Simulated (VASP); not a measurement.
Input of a VASP 6.6.1 run:

Contents of INCAR:

```
ALGO     = Normal         # electronic algorithm
EDIFF    = 1E-6           # SCF threshold, eV
ENCUT    = 520            # plane-wave cutoff, eV
GGA      = RE             # functional
ISIF     = 2              # what is computed and relaxed
ISMEAR   = -1             # smearing method
LASPH    = T              # aspherical terms in the spheres
LCHARG   = T              # write CHGCAR
LELF     = T              # ELF
LREAL    = F              # projectors in reciprocal space
LVHAR    = T            
LWAVE    = F              # write WAVECAR
NBANDS   = 24             # bands
NELM     = 80             # most SCF steps
PREC     = Accurate       # precision mode
SIGMA    = 0.1            # smearing width, eV
```

Contents of KPOINTS:

```
k-points
0
Gamma
  9 9 12
```

File POSCAR:

```
Au
1.0
    4.6413532782      0.0000000000      0.0000000000
   -2.3206766391      4.0195298468      0.0000000000
    0.0000000000      0.0000000000      2.7741777478
Au
3
Direct
    1.0000000000      0.0000000000      0.0000000000
    0.3333333333      0.6666666667      0.5000000000
    0.6666666667      0.3333333333      0.5000000000
```

Potentials or basis: VASP PAW PBE potentials, release 64 (Au).

Command:

```bash
$ cat potpaw_PBE.64/Au/POTCAR > POTCAR
$ mpirun -np 1 vasp_std > vasp.out
```

**Question.** What does it give for the pressure?

**Answer.** 12.3 GPa.

Stress tensor (GPa, compression positive):
```
13.08  0.00  0.00
 0.00 13.08  0.00
 0.00  0.00 10.75
```

Caveat: the PAW data sets were made with another functional, which shifts forces and pressure a little.
